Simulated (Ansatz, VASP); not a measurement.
Two plane-wave programs on GaAs

INCAR

```
PREC = Accurate
ENCUT = 510
EDIFF = 1E-6
ISMEAR = -1
SIGMA = 0.02
LREAL = F
LASPH = T
NELM = 120
ALGO = Normal
ISIF = 2
LWAVE = F
LCHARG = F
GGA = PE
NBANDS = 21
GGA_COMPAT = F
```

KPOINTS

```
regular mesh
0
Gamma
  8 8 8
```

Contents of POSCAR:

```
GaAs
1.0
    0.0000000000      2.7982381481      2.8625222354
    2.7982381481      0.0000000000      2.8625222354
    2.7982381481      2.7982381481      0.0000000000
Ga As
1 1
Direct
    0.0000000000      0.0000000000      0.0000000000
    0.2500000000      0.2500000000      0.2500000000
```

Input for Ansatz:

```yaml
crystal:
  lattice:
    - [0.0, 2.7982381481, 2.8625222354]
    - [2.7982381481, 0.0, 2.8625222354]
    - [2.7982381481, 2.7982381481, 0.0]
  atoms:
    - { symbol: Ga, position: [0.0, 0.0, 0.0] }
    - { symbol: As, position: [0.25, 0.25, 0.25] }
kpoints:
  mp_grid: { grid: [8, 8, 8] }
  band_path:
    path:
      - [0.0, 0.0, 0.0]
      - [-0.5, -0.5, 0.0]
      - [-0.375, -0.375, 0.25]
      - [-0.375, 0.0, 0.375]
      - [0.0, 0.0, 0.5]
      - [-0.5, -0.25, 0.25]
    npoints: 1
hamiltonian:
  xc: pbe
scf:
  occupations: { method: fermi_dirac, width: 0.02 }
  n_extra_bands: 4
output:
  forces: true
  stress: true
  eigenvalues: true
```

Change from the starting cell: epitaxial_xy strain -1.2%.

Alike in both runs: task single point; functional PBE; k mesh 8 × 8 × 8; occupations fermi-dirac, width 0.02 eV; no spin polarisation.

|  | VASP | Ansatz |
| --- | --- | --- |
| version | VASP 6.6.1 | Ansatz 0.2.0 |
| potentials or method | VASP PAW PBE potentials, release 64 (Ga_d, As_d) | plane waves, PAW |
| plane-wave cutoff (eV) | 510 | 420 |
| valence electrons in the cell | 28 | 28 |

|  | VASP | Ansatz | Ansatz less VASP |
| --- | --- | --- | --- |
| pressure (GPa) | 3.8 | 3.9 | +0.05 |
| traceless stress, the component that is largest in VASP (GPa) | -0.94 | -0.94 | +0.001 |

With one functional, cell and mesh, what is left measures potentials, basis and numerics.
